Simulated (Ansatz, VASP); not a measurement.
# BN in VASP and in Ansatz

```
CELL_PARAMETERS angstrom
2.55394 0.00000 0.00000
-1.27697 2.21178 0.00000
0.00000 0.00000 4.22685
ATOMIC_POSITIONS crystal
B 0.66667 0.33333 0.99972
B 0.33333 0.66667 0.49972
N 0.66667 0.33333 0.62528
N 0.33333 0.66667 0.12528
```

Alike in both runs: task single point; functional LDA; k mesh 9 × 9 × 4; occupations gaussian, width 0.1 eV; no spin polarisation.

|  | VASP | Ansatz |
| --- | --- | --- |
| version | VASP 6.6.1 | Ansatz 0.2.0 |
| potentials or method | VASP PAW LDA potentials, release 64 (B, N), cutoff 520 eV | scalar-relativistic, plane waves, PAW |
| valence electrons in the cell | 16 | 16 |

Ansatz gave:

* gap on the k mesh at the Fermi level (eV): 4.98
* least direct gap on the mesh (eV): 8.10
* pressure (GPa): -13.9
* traceless stress, the component that is largest in VASP (GPa): -0.26
* rms of the force components (eV/Å): 0.014

Question: What did VASP give for the same quantities?

Answer: gap on the k mesh at the Fermi level (eV): 4.96; least direct gap on the mesh (eV): 8.10; pressure (GPa): -12.9; traceless stress, the component that is largest in VASP (GPa): -0.29; rms of the force components (eV/Å): 0.012.

Ansatz warns that its potentials were made for another functional, while VASP's fit it. LDA's correlation is that of Perdew and Zunger in VASP and of Perdew and Wang (1992) in Ansatz. Atom by atom the forces differ by 0.002 eV/Å (rms over components).
